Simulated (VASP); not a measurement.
# Ca4Pt (Pm-3m) in VASP: notebook, part 2 of 2

VASP 6.6.1. Earlier steps stand in the parts before.

### 3 Single point, PBE

This run uses another cell than the first one, of 36.34 Å³/atom.

File INCAR:

```
PREC = Accurate
ENCUT = 520
EDIFF = 1E-6
ISMEAR = 0
SIGMA = 0.1
LREAL = False
LASPH = True
NELM = 60
ALGO = Fast
ISIF = 2
LWAVE = False
LCHARG = False
GGA = PE
NBANDS = 33
```

File KPOINTS:

```
Automatic mesh
0
Gamma
  4 4 4
```

File POSCAR:

```
Ca4Pt
1.0
    5.6637921250      0.0000000000      0.0000000000
    0.0000000000      5.6637921250      0.0000000000
    0.0000000000      0.0000000000      5.6637921250
Ca Pt
4 1
Direct
    0.0000000000      0.5000000000      0.5000000000
    0.5000000000      0.0000000000      0.5000000000
    0.5000000000      0.5000000000      0.0000000000
    0.0000000000      0.0000000000      0.0000000000
    0.5000000000      0.5000000000      0.5000000000
```

Potentials or basis: VASP PAW PBE potentials, release 64 (Ca_sv, Pt).

Command:

```sh
> cat potpaw_PBE.64/Ca_sv/POTCAR potpaw_PBE.64/Pt/POTCAR > POTCAR
> mpirun -np 1 vasp_std > vasp.out
```

Run time: 2.5 min. Hardware: 1 thread of Intel Xeon 6975P-C (Granite Rapids), shared host; peak memory 0.28 GiB.

It converged, with:

```
Free energy            : -16.0221 eV
Pressure               : 0.2 GPa
Band gap on the k mesh : zero (bands 25 and 26 overlap by 1.19 eV)
```

Levels at points of the mesh, in eV from the Fermi level:
| k point | band 21 | band 22 | band 23 | band 24 | band 25 | band 26 | band 27 | band 28 | band 29 | band 30 |
| --- | --- | --- | --- | --- | --- | --- | --- | --- | --- | --- |
| (0.00, 0.00, 0.00) | -3.06 | -3.06 | -1.80 | -0.15 | -0.15 | 0.68 | 0.68 | 0.68 | 1.33 | 1.33 |
| (0.50, 0.00, 0.00) | -2.94 | -2.64 | -2.61 | -0.46 | 0.33 | 0.50 | 0.50 | 1.38 | 1.51 | 1.51 |
| (0.50, 0.50, 0.00) | -2.69 | -2.56 | -1.54 | -1.54 | -1.00 | 0.77 | 0.99 | 1.23 | 1.40 | 1.43 |
| (0.50, 0.50, 0.50) | -2.55 | -2.55 | -1.10 | -1.10 | -1.10 | -0.86 | 0.33 | 0.33 | 0.33 | 1.98 |

Caveat: spin-orbit coupling is left out, which moves the levels of the heavy elements.

### 4 Relaxation of cell and atoms, PBE

File INCAR:

```
ALGO = Fast
EDIFF = 1E-6
EDIFFG = -0.04
ENCUT = 600
GGA = PE
IBRION = 2
ISIF = 3
ISMEAR = 0
LASPH = True
LCHARG = False
LREAL = False
LWAVE = False
NELM = 60
NSW = 90
PREC = Accurate
SIGMA = 0.1
```

File KPOINTS:

```
k-points
0
Gamma
  4 4 4
```

Edit POSCAR of step 3 so:

```diff
@@ -2,5 +2,5 @@
 1.0
-    5.6637921250      0.0000000000      0.0000000000
-    0.0000000000      5.6637921250      0.0000000000
-    0.0000000000      0.0000000000      5.6637921250
+    4.9029828900      0.0000000000      0.0000000000
+    0.0000000000      4.9029828900      0.0000000000
+    0.0000000000      0.0000000000      4.9029828900
 Ca Pt
```

Potentials or basis: VASP PAW PBE potentials, release 64 (Ca_sv, Pt).

Command:

```sh
> cat potpaw_PBE.64/Ca_sv/POTCAR potpaw_PBE.64/Pt/POTCAR > POTCAR
> mpirun -np 1 vasp_std > vasp.out
```

OUTCAR:

```text
EDIFF = 1E-6
   EDIFFG = -0.04
   ENCUT = 600
   GGA = PE
   IBRION = 2
   ISIF = 3
   ISMEAR = 0
   LASPH = True
   LREAL = False
   NELM = 60
   NSW = 90
   PREC = Accurate

 ion  position               nearest neighbor table
   1  0.000  0.500  0.500-   5 2.45   5 2.45
   2  0.500  0.000  0.500-   5 2.45   5 2.45
   3  0.500  0.500  0.000-   5 2.45   5 2.45
   4  0.000  0.000  0.000-
   5  0.500  0.500  0.500-   1 2.45   2 2.45   3 2.45   3 2.45   2 2.45   1 2.45

  LATTYP: Found a simple cubic cell.
 ALAT       =     4.9029828900

  Lattice vectors:

 A1 = (   4.9029828900,   0.0000000000,   0.0000000000)
 A2 = (   0.0000000000,   4.9029828900,   0.0000000000)
 A3 = (   0.0000000000,   0.0000000000,   4.9029828900)

Analysis of symmetry for initial positions (statically):
=====================================================================
 Subroutine PRICEL returns:
 Original cell was already a primitive cell.

 Routine SETGRP: Setting up the symmetry group for a
 simple cubic supercell.

 Subroutine GETGRP returns: Found 48 space group operations
 (whereof 48 operations were pure point group operations)
 out of a pool of 48 trial point group operations.

The static configuration has the point symmetry O_h .

Analysis of symmetry for dynamics (positions and initial velocities):
[... 163 lines left out ...]
  band No.  band energies     occupation
      1     -36.4226      2.00000
      2     -35.2300      2.00000
      3     -35.1581      2.00000
      4     -35.1581      2.00000
      5     -17.4927      2.00000
      6     -17.4927      2.00000
[... 357 lines left out ...]
--------------------------------------- Ionic step        2  -------------------------------------------

 number of electron      50.0000017 magnetization

------------------------ aborting loop EDIFF was not reached (unconverged)  ----------------------------

  FORCE on cell =-STRESS in cart. coord.  units (eV):
  Direction    XX          YY          ZZ          XY          YZ          ZX
  --------------------------------------------------------------------------------------
  -------------------------------------------------------------------------------------
  Total       -4.0489215     -4.0489215     -4.0489215      0.0000000     -0.0000000      0.0000000
  in kB      -30.9649076    -30.9649076    -30.9649076      0.0000000     -0.0000000      0.0000000
  external PRESSURE =     -30.9649076 kB  Pullay stress =       0.0000000 kB
[... 65 lines left out ...]
--------------------------------------- Ionic step        4  -------------------------------------------

 number of electron      49.9999988 magnetization

 Free energy of the ion-electron system (eV)
  ---------------------------------------------------
  ext. energy  EPLUGINS =         0.00000000
  ---------------------------------------------------
  free energy    TOTEN  =       -16.00753960 eV

  energy without entropy =      -15.97833248  energy(sigma->0) =      -15.99293604

 E-fermi :   2.5313     XC(G=0):  -8.1437

 val. band max:        2.5159873086   @ k =   0.5000   0.2500   0.0000
 cond. band min:       2.5922899346   @ k =   0.2500   0.0000   0.0000
 fundamental gap:      0.0763026259
 Fermi energy:         2.5312624981

 k-point     1 :       0.0000    0.0000    0.0000
  band No.  band energies     occupation
      1     -40.0156      2.00000
      2     -38.7745      2.00000
      3     -38.7647      2.00000
      4     -38.7647      2.00000
      5     -20.9873      2.00000
      6     -20.9873      2.00000
[... 351 lines left out ...]
  FREE ENERGIE OF THE ION-ELECTRON SYSTEM (eV)
  ---------------------------------------------------
  free  energy   TOTEN  =       -16.0075395965 eV

  energy  without entropy=      -15.9783324793  energy(sigma->0) =      -15.99293604

 reached required accuracy - stopping structural energy minimisation
```

OSZICAR:

```text
N       E                     dE             d eps       ncg     rms          rms(c)
DAV:   1     0.553021284222E+03    0.55302E+03   -0.26973E+04   600   0.182E+03
DAV:   2     0.294647635073E+02   -0.52356E+03   -0.51413E+03   620   0.495E+02
DAV:   3    -0.974099161097E+01   -0.39206E+02   -0.38349E+02   960   0.104E+02
[... 121 lines left out ...]
RMM:  10    -0.160075362456E+02   -0.86779E-05   -0.79161E-05   806   0.375E-02    0.129E-02
RMM:  11    -0.160075396570E+02   -0.34114E-05   -0.39157E-05   700   0.240E-02    0.118E-02
RMM:  12    -0.160075376385E+02    0.20185E-05   -0.21559E-05   716   0.252E-02    0.407E-03
RMM:  13    -0.160075388589E+02   -0.12203E-05   -0.14838E-05   560   0.149E-02    0.465E-03
RMM:  14    -0.160075395965E+02   -0.73764E-06   -0.76372E-06   531   0.105E-02
   4 F= -.16007540E+02 E0= -.15992936E+02  d E =-.418115E+01
```

CONTCAR:

```text
Ca4Pt
   1.00000000000000
     5.6814902788502231   -0.0000000000000000    0.0000000000000000
     0.0000000000000000    5.6814902788502231    0.0000000000000000
    -0.0000000000000000    0.0000000000000000    5.6814902788502231
  Ca              Pt
     4     1
Direct
     0.0000000000000000    0.5000000000000000    0.5000000000000000
     0.5000000000000000    0.0000000000000000    0.5000000000000000
     0.5000000000000000    0.5000000000000000    0.0000000000000000
     0.0000000000000000    0.0000000000000000    0.0000000000000000
     0.5000000000000000    0.5000000000000000    0.5000000000000000

  0.00000000E+00  0.00000000E+00  0.00000000E+00
  0.00000000E+00  0.00000000E+00  0.00000000E+00
  0.00000000E+00  0.00000000E+00  0.00000000E+00
  0.00000000E+00  0.00000000E+00  0.00000000E+00
  0.00000000E+00  0.00000000E+00  0.00000000E+00
```

Run time: 8.2 min. Hardware: 1 thread of Intel Xeon 6975P-C (Granite Rapids), shared host; peak memory 0.27 GiB.

What came out:

| Quantity | Value |
| --- | --- |
| Free energy | -16.0075 eV |
| Relaxed volume | 36.68 Å³/atom |
| Relaxed cell | a = 5.681 Å, b = 5.681 Å, c = 5.681 Å, α = 90.00°, β = 90.00°, γ = 90.00° |
| Space group after relaxing (to 0.1 Å) | Pm-3m (No. 221) |
| Energy gained by relaxing | 836.2 meV/atom |
| Ionic steps | 4 |
| Pressure after relaxing | -0.1 GPa |
| Band gap on the k mesh | zero (bands 25 and 26 overlap by 1.19 eV) |

The path:
```csv
step,energy change (eV),largest force (eV/Å),pressure (GPa),volume (Å³)
1,0.0000,0.0000,29.77,117.86
2,-3.8547,0.0000,-3.10,209.50
3,-4.1737,0.0000,0.63,179.07
4,-4.1812,0.0000,-0.06,183.39
```

Final structure:
```
Ca Pt
1.0
     5.68149    0.00000    0.00000
     0.00000    5.68149    0.00000
     0.00000    0.00000    5.68149
Ca Pt
4 1
Direct
  0.00000 0.50000 0.50000
  0.50000 0.00000 0.50000
  0.50000 0.50000 0.00000
  0.00000 0.00000 0.00000
  0.50000 0.50000 0.50000
```

Caveat: the volume moved by over 15 % at a fixed basis, so the end points are rough; spin-orbit coupling is left out, which moves the levels of the heavy elements.

### 5 Summary

| task | cell | cutoff (eV) | gap on the mesh (eV) | pressure (GPa) |
| --- | --- | --- | --- | --- |
| single point | a = 4.903 Å, 5 atoms | 520 | none | 29.7 |
| single point | a = 5.664 Å, 5 atoms | 520 | none | 0.2 |
| relaxation of cell and atoms | relaxed from a = 4.903 Å, 5 atoms | 600 | none | -0.1 |

Alike in all rows: level PBE; potentials or basis VASP PAW PBE potentials, release 64 (Ca_sv, Pt); no spin polarisation; k mesh 4 × 4 × 4; smearing gaussian 0.1 eV.

Caveats: spin-orbit coupling is left out, which moves the levels of the heavy elements; the cell stands under pressure (at least some runs); the volume moved by over 15 % at a fixed basis, so the end points are rough (at least some runs).

Absolute energies hang on the potentials; compare differences alone.

The gap in the log of VASP goes by the Fermi energy; the results here count the filled bands.